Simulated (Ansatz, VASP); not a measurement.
One calculation of SiO2, two programs

```
Si O
1.0
    -2.49088    2.49088    3.66771
     2.49088   -2.49088    3.66771
     2.49088    2.49088   -3.66771
Si O
2 4
Direct
  0.00000 0.00000 0.00000
  0.75000 0.25000 0.50000
  0.37500 0.22143 0.34643
  0.97143 0.62500 0.84643
  0.77857 0.12500 0.15357
  0.87500 0.02857 0.65357
```

Alike in both runs: functional PBEsol; k mesh 6 × 6 × 6; occupations gaussian, width 0.02 eV; no spin polarisation.

Ansatz relaxed the structure, and its values are those at the end. VASP's run is a single point on that final structure, the one shown.

```csv
,VASP,Ansatz
version,VASP 6.6.1,Ansatz 0.2.0
potentials or method,"VASP PAW PBE potentials, release 64 (Si, O), cutoff 520 eV","scalar-relativistic, plane waves, PAW"
valence electrons in the cell,32,32
```

```tsv
	VASP	Ansatz	Ansatz less VASP
gap on the k mesh at the Fermi level (eV)	5.82	5.82	+0.001
least direct gap on the mesh (eV)	5.82	5.82	+0.001
pressure (GPa)	0.5	0.0	-0.49
rms of the force components (eV/Å)	0.011	0.000	-0.0104
```

VASP's potentials were made for PBE, not for PBEsol.
